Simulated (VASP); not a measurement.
# BeAu2S2 (I4/mmm) in VASP: further runs

Runs on BeAu2S2. Level: PBE. Tasks: single point.

Program: VASP 6.6.1. These are calculated values, not measurements. Logs are shortened: lines on timing, memory, paths and dates and some standing lists are left out, and cuts for length are marked.

## 1. The cell of the first run

Symmetry: I4/mmm, No. 139, tetragonal system. Conventional cell: a = 3.674 Å, b = 3.674 Å, c = 11.793 Å, α = 90.00°, β = 90.00°, γ = 90.00°. Be (site symmetry 4/mmm) has 2 S at 1.63 Å within 2.2 Å. S (site symmetry 4mm) has 1 Be at 1.63 Å within 2.2 Å. Au (site symmetry 4mm) has 5 S at 2.47 to 2.60 Å and 4 Be at 3.16 Å within 3.3 Å.

The cell was generated, and may not be a known phase.

## 2. Single point, PBE

INCAR reads:

```
SYSTEM = BeAu2S2
PREC     = Accurate       ! precision mode
ENCUT    = 520            ! plane-wave cutoff, eV
EDIFF    = 1E-6           ! SCF threshold, eV
ISMEAR   = 0              ! smearing method
SIGMA    = 0.1            ! smearing width, eV
LREAL    = .False.        ! projectors in reciprocal space
LASPH    = .True.         ! aspherical terms in the spheres
NELM     = 60             ! most SCF steps
ALGO     = Normal         ! electronic algorithm
ISIF     = 2              ! what is computed and relaxed
LWAVE    = .False.        ! write WAVECAR
LCHARG   = .False.        ! write CHGCAR
GGA      = PE             ! functional
NBANDS   = 26             ! bands
```

KPOINTS reads:

```
Automatic mesh
0
Gamma
  6 6 6
  0 0 0
```

POSCAR reads:

```
BeAu2S2
1.0
   -1.8372169800      1.8372169800      5.8963399700
    1.8372169800     -1.8372169800      5.8963399700
    1.8372169800      1.8372169800     -5.8963399700
Be S Au
1 2 2
Direct
    0.0000000000      0.0000000000      0.0000000000
    0.1381600100      0.1381600100      0.0000000000
    0.8618399900      0.8618399900      0.0000000000
    0.3475900000      0.3475900000      0.0000000000
    0.6524100000      0.6524100000      0.0000000000
```

Potentials or basis: VASP PAW PBE potentials, release 64 (Be, S, Au).

On the command line:

```
> cat potpaw_PBE.64/Be/POTCAR potpaw_PBE.64/S/POTCAR potpaw_PBE.64/Au/POTCAR > POTCAR
> mpirun -np 1 vasp_std > vasp.out
```

OUTCAR:

```text
SYSTEM = BeAu2S2
   PREC = Accurate
   ENCUT = 520
   EDIFF = 1E-6
   ISMEAR = 0
   LREAL = .False.
   LASPH = .True.
   NELM = 60
   ISIF = 2
   GGA = PE

 ion  position               nearest neighbor table
   1  0.000  0.000  0.000-   2 1.63   3 1.63
   2  0.138  0.138  0.000-   1 1.63   4 2.47   5 2.60   5 2.60   5 2.60   5 2.60
   3  0.862  0.862  0.000-   1 1.63   5 2.47   4 2.60   4 2.60   4 2.60   4 2.60
   4  0.348  0.348  0.000-   2 2.47   3 2.60   3 2.60   3 2.60   3 2.60   5 3.47   5 3.47   5 3.47
                             5 3.47   5 3.59
   5  0.652  0.652  0.000-   3 2.47   2 2.60   2 2.60   2 2.60   2 2.60   4 3.47   4 3.47   4 3.47
                             4 3.47   4 3.59

  LATTYP: Found a body centered tetragonal cell.
 ALAT       =     3.6744339600
 C/A-ratio  =     3.2093868248

  Lattice vectors:

 A1 = (  -1.8372169800,   1.8372169800,   5.8963399700)
 A2 = (   1.8372169800,  -1.8372169800,   5.8963399700)
 A3 = (   1.8372169800,   1.8372169800,  -5.8963399700)

Analysis of symmetry for initial positions (statically):
=====================================================================
 Subroutine PRICEL returns:
 Original cell was already a primitive cell.

 Routine SETGRP: Setting up the symmetry group for a
 body centered tetragonal supercell.

 Subroutine GETGRP returns: Found 16 space group operations
 (whereof 16 operations were pure point group operations)
 out of a pool of 16 trial point group operations.

The static configuration has the point symmetry D_4h.

Analysis of symmetry for dynamics (positions and initial velocities):
=====================================================================
 Subroutine PRICEL returns:
 Original cell was already a primitive cell.

 Routine SETGRP: Setting up the symmetry group for a
 body centered tetragonal supercell.

 Subroutine GETGRP returns: Found 16 space group operations
 (whereof 16 operations were pure point group operations)
 out of a pool of 16 trial point group operations.

The dynamic configuration has the point symmetry D_4h.

 Subroutine INISYM returns: Found 16 space group operations
 (whereof 16 operations are pure point group operations),
 and found     1 'primitive' translations

----------------------------------------------------------------------------------------

                                     Primitive cell

  volume of cell :      79.6092

  direct lattice vectors                    reciprocal lattice vectors
    -1.837216980  1.837216980  5.896339970     0.000000000  0.272150761  0.084798367
     1.837216980 -1.837216980  5.896339970     0.272150761  0.000000000  0.084798367
     1.837216980  1.837216980 -5.896339970     0.272150761  0.272150761  0.000000000

  length of vectors
     6.443411946  6.443411946  6.443411946     0.285055784  0.285055784  0.384879298

  position of ions in fractional coordinates (direct lattice)
     0.000000000  0.000000000  0.000000000
     0.138160010  0.138160010  0.000000000
     0.861839990  0.861839990  0.000000000
     0.347590000  0.347590000  0.000000000
     0.652410000  0.652410000  0.000000000

  ion indices of the primitive-cell ions
   primitive index   ion index
                 1           1
                 2           2
                 3           3
                 4           4
                 5           5

----------------------------------------------------------------------------------------

 KPOINTS: Automatic mesh

Automatic generation of k-mesh.
 Grid dimensions read from file:
 generate k-points for:    6    6    6

 Generating k-lattice:

  Cartesian coordinates                     Fractional coordinates (reciprocal lattice)
     0.000000000  0.045358460  0.014133061     0.166666667  0.000000000 -0.000000000
     0.045358460  0.000000000  0.014133061     0.000000000  0.166666667 -0.000000000
     0.045358460  0.045358460  0.000000000     0.000000000  0.000000000  0.166666667

  Length of vectors
     0.047509297  0.047509297  0.064146550

  Shift w.r.t. Gamma in fractional coordinates (k-lattice)
     0.000000000  0.000000000  0.000000000

 Subroutine IBZKPT returns following result:
 ===========================================

 Found     30 irreducible k-points:

 Following reciprocal coordinates:
            Coordinates               Weight
  0.000000  0.000000  0.000000      1.000000
  0.166667 -0.000000  0.000000      8.000000
  0.333333 -0.000000  0.000000      8.000000
  0.500000 -0.000000  0.000000      4.000000
  0.166667  0.166667  0.000000      8.000000
  0.333333  0.166667  0.000000     16.000000
[... 16 lines left out ...]
 -0.333333 -0.333333  0.166667      8.000000
 -0.166667 -0.333333  0.166667      8.000000
 [... further k-points ...]
   k-points           NKPTS =     30   k-points in BZ     NKDIM =     30   number of bands    NBANDS=     26
   number of dos      NEDOS =    301   number of ions     NIONS =      5
   total plane-waves  NPLWV = 110592
   dimension x,y,z NGX =    48 NGY =   48 NGZ =   48
   dimension x,y,z NGXF=    96 NGYF=   96 NGZF=   96
   ions per type =               1   2   2
   NGX,Y,Z   is equivalent  to a cutoff of  12.38, 12.38, 12.38 a.u.
   NGXF,Y,Z  is equivalent  to a cutoff of  24.77, 24.77, 24.77 a.u.
 SYSTEM =  BeAu2S2
   PREC   = accura    normal or accurate (medium, high low for compatibility)
   ISTART =      0    job   : 0-new  1-cont  2-samecut
   ICHARG =      2    charge: 1-file 2-atom 10-const
   ISPIN  =      1    spin polarized calculation?
   LNONCOLLINEAR =      F non collinear calculations
   LSORBIT =      F    spin-orbit coupling
   LASPH  =      T    aspherical Exc in radial PAW
   ENCUT  =  520.0 eV  38.22 Ry    6.18 a.u.  11.98 11.98 11.98*2*pi/ulx,y,z
   NELM   =     60;   NELMIN=  2; NELMDL= -5     # of ELM steps
   EDIFF  = 0.1E-05   stopping-criterion for ELM
   LREAL  =      F    real-space projection
   EDIFFG = 0.1E-04   stopping-criterion for IOM
   NSW    =      0    number of steps for IOM
   IBRION =     -1    ionic relax: 0-MD 1-quasi-New 2-CG
   NFREE  =      0    steps in history (QN), initial steepest desc. (CG)
   ISIF   =      2    stress and relaxation
   ISYM   =      2    0-nonsym 1-usesym 2-fastsym
   POTIM  = 0.5000    time-step for ionic-motion
   TEBEG  =    0.0;   TEEND  =   0.0 temperature during run
   PSTRESS=    0.0 pullay stress
   NELECT =      36.0000    total number of electrons
   NUPDOWN=      -1.0000    fix difference up-down
   EMIN   =  10.00;   EMAX   =-10.00  energy-range for DOS
   EFERMI =   0.00;   METHOD = LEGACY
   ISMEAR =     0;   SIGMA  =   0.10  broadening in eV -4-tet -1-fermi 0-gaus
   EFERMI_NEDOS =   21; number of points for ismear=-14 and -15
   IALGO  =     38    algorithm
   IMIX   =      4    mixing-type and parameters
     AMIX     =   0.40;   BMIX     =  1.00
     AMIX_MAG =   1.60;   BMIX_MAG =  1.00
  volume/ion in A,a.u.               =      15.92       107.45
  Fermi-wavevector in a.u.,A,eV,Ry     =   1.256573  2.374579 21.483282  1.578977
  Thomas-Fermi vector in A             =   2.390275
   LORBIT       =      0    0 simple, 1 ext, 2 COOP (PROOUT), +10 PAW based schemes
   GGA     = PE    functional components
   LHFCALC =     F    Hartree Fock is set to
   AEXX    =    0.0000 exact exchange contribution
   IVDW    =     0    specifies the selected vdW correction
   LEPSILON=     F    determine dielectric tensor
   LRPA    =     F    only Hartree local field effects (RPA)
 non-spin polarized calculation
 Gauss-broadening in eV      SIGMA  =   0.10
  energy-cutoff  :      520.00
  volume of cell :       79.61
 maximum number of plane-waves:      2160
   NGX = 23   NGY = 23   NGZ = 23

 number of electron      35.9999999 magnetization

 Free energy of the ion-electron system (eV)
  ---------------------------------------------------
  ext. energy  EPLUGINS =         0.00000000
  ---------------------------------------------------
  free energy    TOTEN  =       -15.29069452 eV

  energy without entropy =      -15.28299218  energy(sigma->0) =      -15.28684335

 E-fermi :   7.6556     XC(G=0): -11.0788

 val. band max:        7.6157592862   @ k =   0.3333  -0.0000   0.0000
 cond. band min:       7.6923718971   @ k =  -0.1667  -0.1667   0.1667
 fundamental gap:      0.0766126109
 Fermi energy:         7.6555953204

 k-point     1 :       0.0000    0.0000    0.0000
  band No.  band energies     occupation
      1      -7.7825      2.00000
      2      -7.0704      2.00000
      3       0.3481      2.00000
      4       1.6530      2.00000
      5       2.5703      2.00000
      6       3.0061      2.00000
[... 18 lines left out ...]
     25      15.9272      0.00000
     26      16.5549      0.00000

 k-point     2 :       0.1667   -0.0000    0.0000
  band No.  band energies     occupation
      1      -7.5938      2.00000
      2      -6.9624      2.00000
      3       0.2984      2.00000
      4       1.4498      2.00000
      5       1.9056      2.00000
      6       2.0756      2.00000
[... 18 lines left out ...]
     25      15.5543      0.00000
     26      16.1111      0.00000

 k-point     3 :       0.3333   -0.0000    0.0000
  band No.  band energies     occupation
      1      -7.1363      2.00000
      2      -6.7497      2.00000
      3      -0.0763      2.00000
      4       0.3563      2.00000
      5       1.2143      2.00000
      6       1.3334      2.00000
[... 572 lines left out ...]
 k-point    23 :      -0.3333   -0.3333    0.1667
  band No.  band energies     occupation
      1      -7.3760      2.00000
      2      -6.9313      2.00000
      3       0.4138      2.00000
      4       0.7083      2.00000
      5       1.4884      2.00000
      6       1.6897      2.00000
[... 18 lines left out ...]
     25      14.6276      0.00000
     26      15.1448      0.00000

 k-point    24 :      -0.1667   -0.3333    0.1667
  band No.  band energies     occupation
      1      -7.5510      2.00000
      2      -7.0015      2.00000
      3       0.3739      2.00000
      4       1.0594      2.00000
      5       1.7918      2.00000
      6       2.1810      2.00000
[... 18 lines left out ...]
     25      14.8344      0.00000
     26      15.9896      0.00000

 [... further k-points ...]

------------------------ aborting loop because EDIFF is reached ----------------------------------------

  FORCE on cell =-STRESS in cart. coord.  units (eV):
  Direction    XX          YY          ZZ          XY          YZ          ZX
  --------------------------------------------------------------------------------------
  -------------------------------------------------------------------------------------
  Total        4.9395228      4.9395228     33.2209852      0.0000000     -0.0000000      0.0000000
  in kB       99.4104802     99.4104802    668.5896989      0.0000000     -0.0000000      0.0000000
  external PRESSURE =     289.1368864 kB  Pullay stress =       0.0000000 kB

 VOLUME and BASIS-vectors are now :
 -----------------------------------------------------------------------------
  energy-cutoff  :      520.00
  volume of cell :       79.61
      direct lattice vectors                 reciprocal lattice vectors
    -1.837216980  1.837216980  5.896339970     0.000000000  0.272150761  0.084798367
     1.837216980 -1.837216980  5.896339970     0.272150761  0.000000000  0.084798367
     1.837216980  1.837216980 -5.896339970     0.272150761  0.272150761  0.000000000

 POSITION                                       TOTAL-FORCE (eV/Angst)
 -----------------------------------------------------------------------------------
      0.00000      0.00000      0.00000        -0.000000     -0.000000      0.000000
      0.00000      0.00000      1.62928         0.000000      0.000000      6.427669
      0.00000      0.00000     10.16340        -0.000000     -0.000000     -6.427669
      0.00000      0.00000      4.09902        -0.000000     -0.000000      1.959780
      0.00000      0.00000      7.69366         0.000000      0.000000     -1.959780
 -----------------------------------------------------------------------------------
    total drift:                               -0.000000     -0.000000      0.000000

  FREE ENERGIE OF THE ION-ELECTRON SYSTEM (eV)
  ---------------------------------------------------
  free  energy   TOTEN  =       -15.2906945199 eV

  energy  without entropy=      -15.2829921752  energy(sigma->0) =      -15.28684335
```

Run time: 2.5 min. Hardware: 1 thread of Intel Xeon Platinum 8259CL at 2.50GHz (Skylake/Cascade Lake), shared host; peak memory 0.35 GiB.

What came out:

```
Free energy            : -15.2907 eV
Pressure               : 28.9 GPa
Largest force          : 6.428 eV/Å
Band gap on the k mesh : zero (bands 18 and 19 overlap by 2.20 eV)
```

Forces in eV/Å, atoms in the order of the input:
```
Be   0.000  0.000  0.000
S    0.000  0.000  6.428
S    0.000  0.000 -6.428
Au   0.000  0.000  1.960
Au   0.000  0.000 -1.960
```

Caveat: the stress differs along the axes, from 10 to 67 GPa; spin-orbit coupling is left out, which moves the levels of the heavy elements; forces of over 1 eV/Å act on the atoms, so gaps and moduli don't describe the material at rest.

## 3. Single point, PBE

This run uses another cell than the first one, of 21.11 Å³/atom.

INCAR reads:

```
PREC = Accurate ; ENCUT = 520
EDIFF = 1E-6 ; ISMEAR = 0
SIGMA = 0.1 ; LREAL = False
LASPH = True ; NELM = 100
ALGO = Normal ; ISIF = 2
LWAVE = False ; LCHARG = False
GGA = PE ; NBANDS = 26
```

KPOINTS reads:

```
regular mesh
0
Gamma
  6 6 6
```

POSCAR reads:

```
BeAu2S2
1.0
   -1.8599643169      1.8599643169      7.6290872034
    1.8599643169     -1.8599643169      7.6290872034
    1.8599643169      1.8599643169     -7.6290872034
Be S Au
1 2 2
Direct
    0.0000000000      0.0000000000      0.0000000000
    0.1251517355      0.1251517355      0.0000000000
    0.8748482645      0.8748482645      0.0000000000
    0.3959244402      0.3959244402      0.0000000000
    0.6040755598      0.6040755598      0.0000000000
```

Potentials or basis: VASP PAW PBE potentials, release 64 (Be, S, Au).

On the command line:

```
> cat potpaw_PBE.64/Be/POTCAR potpaw_PBE.64/S/POTCAR potpaw_PBE.64/Au/POTCAR > POTCAR
> mpirun -np 1 vasp_std > vasp.out
```

It took 5.1 min on 1 thread of Intel Xeon Platinum 8259CL at 2.50GHz (Skylake/Cascade Lake), shared host; peak memory 0.48 GiB.

It converged, with:

```yaml
Free_energy: -18.3649 eV
Pressure: -0.2 GPa
Largest_force: 0.022 eV/Å
Band_gap_on_the_k_mesh: zero (bands 18 and 19 overlap by 2.71 eV)
```

Forces on the atoms (eV/Å):
```
Be   0.000  0.000  0.000
S    0.000  0.000 -0.022
S    0.000  0.000  0.022
Au   0.000  0.000 -0.006
Au   0.000  0.000  0.006
```

Stress tensor (GPa, compression positive):
```
-0.23  0.00  0.00
 0.00 -0.23  0.00
 0.00  0.00 -0.07
```

Levels at points of the mesh, in eV from the Fermi level:
```tsv
k point	band 14	band 15	band 16	band 17	band 18	band 19	band 20	band 21	band 22	band 23
(0.00, 0.00, 0.00)	-3.14	-3.14	-2.95	-2.45	-2.45	-1.23	0.10	4.02	4.48	5.09
(0.50, 0.00, 0.00)	-2.65	-2.33	-2.33	0.13	0.72	0.90	2.76	4.69	4.71	4.86
(0.50, 0.50, 0.00)	-3.22	-3.22	-3.19	-2.82	-2.77	-1.99	-0.40	3.32	3.45	4.20
(0.50, 0.50, 0.50)	-3.18	-3.18	-2.92	-2.43	-2.43	-1.06	0.11	3.37	5.03	5.03
```

Caveat: spin-orbit coupling is left out, which moves the levels of the heavy elements.

(Continued in part 2 of 2.)

The gap in the log of VASP goes by the Fermi energy; the results here count the filled bands.